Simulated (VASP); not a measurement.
# SiC (Imm2) in VASP: a series of runs, part 2 of 2

VASP 6.6.1.

### 3 Single point, PBEsol

The input, INCAR:

```
  PREC = Accurate
  ENCUT = 520
  EDIFF = 1E-6
  ISMEAR = 0
  SIGMA = 0.05
  LREAL = False
  LASPH = True
  NELM = 60
  ALGO = Normal
  ISIF = 2
  LWAVE = False
  LCHARG = False
  GGA = PS
  NBANDS = 11
```

The input, KPOINTS:

```
Automatic mesh
0
Gamma
  10 10 10
```

The input, POSCAR:

```
SiC
1.0
    0.0000000000      2.1783895848      2.1783895848
    2.1783895848      0.0000000000      2.1783895848
    2.1783895848      2.1783895848      0.0000000000
Si C
1 1
Direct
    0.0047117304     -0.0047117304      0.0047117304
    0.7389826870      0.7610173130      0.7389826870
```

Potentials or basis: VASP PAW PBE potentials, release 64 (Si, C).

The run is started by

```sh
> cat potpaw_PBE.64/Si/POTCAR potpaw_PBE.64/C/POTCAR > POTCAR
> mpirun -np 1 vasp_std > vasp.out
```

OUTCAR:

```text
PREC = Accurate
   ENCUT = 520
   EDIFF = 1E-6
   ISMEAR = 0
   LREAL = False
   LASPH = True
   NELM = 60
   ISIF = 2
   GGA = PS

 ion  position               nearest neighbor table
   1  0.005  0.995  0.005-   2 1.85   2 1.85   2 1.93   2 1.93
   2  0.739  0.761  0.739-   1 1.85   1 1.85   1 1.93   1 1.93

  LATTYP: Found a face centered cubic cell.
 ALAT       =     4.3567791696

  Lattice vectors:

 A1 = (   0.0000000000,   2.1783895848,   2.1783895848)
 A2 = (   2.1783895848,   0.0000000000,   2.1783895848)
[... 513 lines left out ...]
      7      16.1546      0.00000
      8      18.0023      0.00000
      9      21.4014      0.00000
     10      24.4360      0.00000
     11      24.5207      0.00000

 [... further k-points ...]
[... 5 lines left out ...]
  --------------------------------------------------------------------------------------
  -------------------------------------------------------------------------------------
  Total        0.1559863      0.0421752      0.1559863      0.0000000      0.0000000     -0.5926497
  in kB       12.0881632      3.2683692     12.0881632      0.0000000      0.0000000    -45.9274145
  external PRESSURE =       9.1482319 kB  Pullay stress =       0.0000000 kB

 VOLUME and BASIS-vectors are now :
 -----------------------------------------------------------------------------
  energy-cutoff  :      520.00
  volume of cell :       20.67
      direct lattice vectors                 reciprocal lattice vectors
     0.000000000  2.178389585  2.178389585    -0.229527355  0.229527355  0.229527355
     2.178389585  0.000000000  2.178389585     0.229527355 -0.229527355  0.229527355
     2.178389585  2.178389585  0.000000000     0.229527355  0.229527355 -0.229527355

 POSITION                                       TOTAL-FORCE (eV/Angst)
 -----------------------------------------------------------------------------------
      2.17839      0.02053      2.17839         0.000000     -1.308272      0.000000
      3.26758      3.21958      3.26758         0.000000      1.308272      0.000000
 -----------------------------------------------------------------------------------
    total drift:                               -0.000000      0.000055     -0.000000

  FREE ENERGIE OF THE ION-ELECTRON SYSTEM (eV)
  ---------------------------------------------------
  free  energy   TOTEN  =       -15.8699924721 eV

  energy  without entropy=      -15.8699924721  energy(sigma->0) =      -15.86999247
```

It took 16 s on 1 thread of Intel Xeon Platinum 8488C (Sapphire Rapids), shared host; peak memory 0.15 GiB.

Results:

| Property | Result |
| --- | --- |
| Free energy | -15.8700 eV |
| Pressure | 0.9 GPa |
| Largest force | 1.308 eV/Å |
| Band gap on the k mesh | 0.91 eV, indirect (least direct gap 4.28 eV) |

Forces on the atoms (eV/Å):
```
Si   0.000 -1.308  0.000
C    0.000  1.308  0.000
```

Levels at points of the mesh, in eV from the valence-band top:
| k point | band 1 | band 2 | band 3 | band 4 | band 5 | band 6 | band 7 | band 8 |
| --- | --- | --- | --- | --- | --- | --- | --- | --- |
| (0.00, 0.00, 0.00) | -15.74 | -0.65 | -0.30 | 0.00 | 5.87 | 6.82 | 6.94 | 7.09 |
| (0.50, 0.00, 0.00) | -12.08 | -9.05 | -1.50 | -1.10 | 5.05 | 6.65 | 7.16 | 9.60 |
| (0.00, 0.50, 0.00) | -12.19 | -8.78 | -1.65 | -1.21 | 5.06 | 6.53 | 7.02 | 9.61 |
| (0.50, 0.50, 0.00) | -10.67 | -8.16 | -3.51 | -3.50 | 0.91 | 3.87 | 13.65 | 13.69 |
| (0.50, 0.00, 0.50) | -10.68 | -8.13 | -3.70 | -3.36 | 0.92 | 3.90 | 13.64 | 13.66 |

Caveat: the PAW data sets were made with another functional, which shifts forces and pressure a little. A k mesh can miss the band edges.

### 4 Single point, PBEsol

The input, INCAR:

```
SYSTEM = SiC
PREC     = Accurate       ! precision mode
ENCUT    = 520            ! plane-wave cutoff, eV
EDIFF    = 1E-7           ! SCF threshold, eV
ISMEAR   = 0              ! smearing method
SIGMA    = 0.05           ! smearing width, eV
LREAL    = .False.        ! projectors in reciprocal space
LASPH    = .True.         ! aspherical terms in the spheres
NELM     = 80             ! most SCF steps
ALGO     = Normal         ! electronic algorithm
ISIF     = 2              ! what is computed and relaxed
LWAVE    = .False.        ! write WAVECAR
LCHARG   = .True.         ! write CHGCAR
GGA      = PS             ! functional
LELF     = .True.         ! ELF
LVHAR    = .True.       
NBANDS   = 11             ! bands
```

The input, KPOINTS:

```
regular mesh
0
Gamma
  10 10 10
  0 0 0
```

The input, POSCAR:

```
SiC
1.0
    0.0000000000      2.1783895848      2.1783895848
    2.1783895848      0.0000000000      2.1783895848
    2.1783895848      2.1783895848      0.0000000000
Si C
1 1
Direct
    0.0023558652     -0.0023558652      0.0023558652
    0.7444913435      0.7555086565      0.7444913435
```

The run is started by

```sh
> cat potpaw_PBE.64/Si/POTCAR potpaw_PBE.64/C/POTCAR > POTCAR
> mpirun -np 1 vasp_std > vasp.out
```

Wall time 20 s (1 thread of Intel Xeon Platinum 8488C (Sapphire Rapids), shared host); peak memory 0.16 GiB.

It converged, with:

* Free energy: -15.9037 eV
* Pressure: 0.5 GPa
* Largest force: 0.657 eV/Å
* Band gap on the k mesh: 1.07 eV, indirect (least direct gap 4.36 eV)

Forces on the atoms (eV/Å):
```
Si   0.000 -0.657  0.000
C    0.000  0.657  0.000
```

Stress tensor (GPa, compression positive):
```
 0.57  0.00 -2.29
 0.00  0.35  0.00
-2.29  0.00  0.57
```

Levels at points of the mesh, in eV from the valence-band top:
```csv
k point,band 1,band 2,band 3,band 4,band 5,band 6,band 7,band 8,band 9
"(0.00, 0.00, 0.00)",-15.59,-0.32,-0.16,0.00,6.03,7.03,7.09,7.16,14.30
"(0.50, 0.00, 0.00)",-11.95,-8.83,-1.28,-1.08,5.22,6.89,7.15,9.76,15.82
"(0.00, 0.50, 0.00)",-12.01,-8.69,-1.36,-1.14,5.22,6.83,7.08,9.76,15.87
"(0.50, 0.50, 0.00)",-10.52,-8.00,-3.37,-3.37,1.07,4.04,13.80,13.81,14.53
"(0.50, 0.00, 0.50)",-10.52,-7.99,-3.46,-3.29,1.07,4.05,13.80,13.81,14.53
```

Caveat: the PAW data sets were made with another functional, which shifts forces and pressure a little. Expect the measured gap to be larger: semilocal functionals such as PBEsol lack the derivative discontinuity.
